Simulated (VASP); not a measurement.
Runs of VASP 6.6.1 on YRe3. The structure is that of space group Pm-3m (No. 221), or close to it. The cells are those of the table. 

```tsv
cell	gap on the mesh (eV)	pressure (GPa)
a = 4.191 Å, 4 atoms	none	-17.1
a = 4.121 Å, 4 atoms	none	-8.5
a = 4.067 Å, 4 atoms	none	-0.2
a = 4.040 Å, 4 atoms	none	(b)
a = 4.012 Å, 4 atoms	none	10.0
a = 4.094 Å, 4 atoms	none	(a)
```

Alike in all rows: task single point; level PBEsol; potentials or basis VASP PAW PBE potentials, release 64 (Y_sv, Re); no spin polarisation; k mesh 8 × 8 × 8; cutoff (eV) 520; smearing gaussian 0.05 eV.

Task: Estimate the missing entries.

Result: (a) -4.6; (b) 4.7.

Caveats: the PAW data sets were made with another functional, which shifts forces and pressure a little; spin-orbit coupling is left out, which moves the levels of the heavy elements.

A k mesh can miss the band edges, and the runs leave out spin-orbit coupling on Re, Y.

A gap of «none» marks levels without a gap at the run's occupations.
